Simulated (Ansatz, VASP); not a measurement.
# Cd in VASP and in Ansatz

```
Cd
1.0
     2.94493    0.00000    0.00000
    -1.47247    2.55038    0.00000
     0.00000    0.00000    5.60625
Cd
2
Direct
  0.33333 0.66667 0.25000
  0.66667 0.33333 0.75000
```

Alike in both runs: functional PBEsol; k mesh 18 × 18 × 8; occupations gaussian, width 0.1 eV; no spin polarisation.

Ansatz relaxed the structure, and its values are those at the end. VASP's run is a single point on that final structure, the one shown.

|  | VASP | Ansatz |
| --- | --- | --- |
| version | VASP 6.6.1 | Ansatz 0.2.0 |
| potentials or method | VASP PAW PBE potentials, release 64 (Cd), cutoff 520 eV | scalar-relativistic, plane waves, PAW |
| valence electrons in the cell | 24 | 40 |

```csv
,VASP,Ansatz,Ansatz less VASP
gap on the k mesh at the Fermi level (eV),none,none,-
pressure (GPa),0.4,0.0,-0.43
```

VASP's potentials were made for PBE, not for PBEsol. A gap of «none» marks a metal or a gap that the smearing closes. VASP's potentials hold 24 valence electrons a cell and Ansatz's 40, so a difference there can come from the potentials and not from the codes.
